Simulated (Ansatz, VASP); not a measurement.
**Two plane-wave programs on CdS**

```
Cd S
1.0
     0.00000    2.83584    2.67065
     2.83584    0.00000    2.67065
     2.83584    2.83584    0.00000
Cd S
1 1
Direct
  0.00000 0.00000 0.00000
  0.50000 0.50000 0.50000
```

Change from the starting cell: strain +0.030 along x and y, -0.030 along z, atoms carried along.

Alike in both runs: task single point; functional LDA; k mesh 16 × 16 × 16; occupations gaussian, width 0.15 eV; no spin polarisation.

```csv
,VASP,Ansatz
version,VASP 6.6.1,Ansatz 0.2.0
potentials or method,"VASP PAW LDA potentials, release 64 (Cd, S), cutoff 520 eV","scalar-relativistic, plane waves, PAW"
valence electrons in the cell,18,26
```

```tsv
	VASP	Ansatz	Ansatz less VASP
gap on the k mesh at the Fermi level (eV)	none	none	-
pressure (GPa)	-7.5	-8.0	-0.44
traceless stress, the component that is largest in VASP (GPa)	1.88	1.71	-0.168
```

LDA's correlation is that of Perdew and Zunger in VASP and of Perdew and Wang (1992) in Ansatz. A gap of «none» marks a metal or a gap that the smearing closes. VASP's potentials hold 18 valence electrons a cell and Ansatz's 26, so a difference there can come from the potentials and not from the codes.
